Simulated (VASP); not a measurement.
Runs of VASP 6.6.1 on MgO. The structure is that of space group P6_3mc (No. 186), or close to it. The cells are those of the table. 

| cell | cutoff (eV) | mended | gap on the mesh (eV) | pressure (GPa) | largest force (eV/Å) |
| --- | --- | --- | --- | --- | --- |
| a = 3.255, b = 3.255, c = 4.984 Å, angles 90.0, 90.0, 120.0°, 4 atoms | 750 | yes | 4.40 | (a) | 0.04 |
| a = 3.255, b = 3.255, c = 4.984 Å, angles 90.0, 90.0, 120.0°, 4 atoms | 660 | - | 4.40 | 3.9 | 0.02 |
| a = 3.190, b = 3.190, c = 4.883 Å, angles 90.0, 90.0, 120.0°, 4 atoms | 750 | yes | 4.76 | 14.2 | 0.02 |
| a = 3.222, b = 3.222, c = 4.934 Å, angles 90.0, 90.0, 120.0°, 4 atoms | 660 | - | 4.58 | 8.7 | 0.01 |
| a = 3.222, b = 3.222, c = 4.934 Å, angles 90.0, 90.0, 120.0°, 4 atoms | 750 | yes | 4.58 | 8.7 | 0.02 |

Alike in all rows: task single point; level r2SCAN; potentials or basis VASP PAW PBE potentials, release 64 (Mg_sv, O); no spin polarisation; k mesh 12 × 12 × 6; smearing gaussian 0.01 eV.

Task: Fill in the values left out.

Result: (a) 4.0.

Caveats: the cell stands under pressure; the PAW data sets were made with another functional, which shifts forces and pressure a little.

A k mesh can miss the band edges.
